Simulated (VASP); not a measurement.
A run of VASP 6.6.1 is set up as follows.

Contents of INCAR:

```
PREC     = Accurate       # precision mode
ENCUT    = 520            # plane-wave cutoff, eV
EDIFF    = 1E-7           # SCF threshold, eV
ISMEAR   = -1             # smearing method
SIGMA    = 0.05           # smearing width, eV
LREAL    = F              # projectors in reciprocal space
LASPH    = T              # aspherical terms in the spheres
NELM     = 60             # most SCF steps
ALGO     = Normal         # electronic algorithm
ISIF     = 2              # what is computed and relaxed
LWAVE    = F              # write WAVECAR
LCHARG   = F              # write CHGCAR
GGA      = PS             # functional
NBANDS   = 24             # bands
```

KPOINTS

```
Automatic mesh
0
Gamma
  11 11 11
```

File POSCAR:

```
TaAs
1.0
   -1.7218133622      1.7218133622      5.8679415361
    1.7218133622     -1.7218133622      5.8679415361
    1.7218133622      1.7218133622     -5.8679415361
Ta As
2 2
Direct
    0.4999673000      0.4999673000      0.0000000000
    0.2499673000      0.7499673000      0.5000000000
    0.0826321200      0.0826321200      0.0000000000
    0.8326321200      0.3326321200      0.5000000000
```

Potentials or basis: VASP PAW PBE potentials, release 64 (Ta_pv, As).

Run with:

```bash
$ cat potpaw_PBE.64/Ta_pv/POTCAR potpaw_PBE.64/As/POTCAR > POTCAR
$ mpirun -np 1 vasp_std > vasp.out
```

(1) Predict the largest force.

(2) What does it give for the pressure?

## Answers

(1) 0.024 eV/Å.

(2) -3.2 GPa.

Caveat: the PAW data sets were made with another functional, which shifts forces and pressure a little.
